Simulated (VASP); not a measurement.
Crystal: AlAs.

```
Al As
1.0
     0.00000    2.83892    2.83892
     2.83892    0.00000    2.83892
     2.83892    2.83892    0.00000
Al As
1 1
Direct
  0.00000 0.00000 0.00000
  0.75000 0.75000 0.75000
```

Base run:

| Item | Value |
| --- | --- |
| Program | VASP 6.6.1 |
| Functional | PBE |
| Potentials or basis | VASP PAW PBE potentials, release 64 (Al, As) |
| Cutoff | 500 eV |
| k mesh | 6 × 6 × 6 |
| Occupations | gaussian, width 0.01 eV |
| Spin | no spin polarisation |

Its results: band gap on the k mesh 1.45 eV (least direct gap 1.99 eV); pressure 2.1 GPa.

Problem. The run is repeated on the same cell with these changes: functional from PBE to r2SCAN; cutoff from 500 eV to 550 eV. What comes out?

Solution. Band gap on the k mesh 1.80 eV (least direct gap 2.63 eV); pressure 0.0 GPa.

Caveats: the PAW data sets were made with another functional, which shifts forces and pressure a little (at least some runs).

A k mesh can miss the band edges.
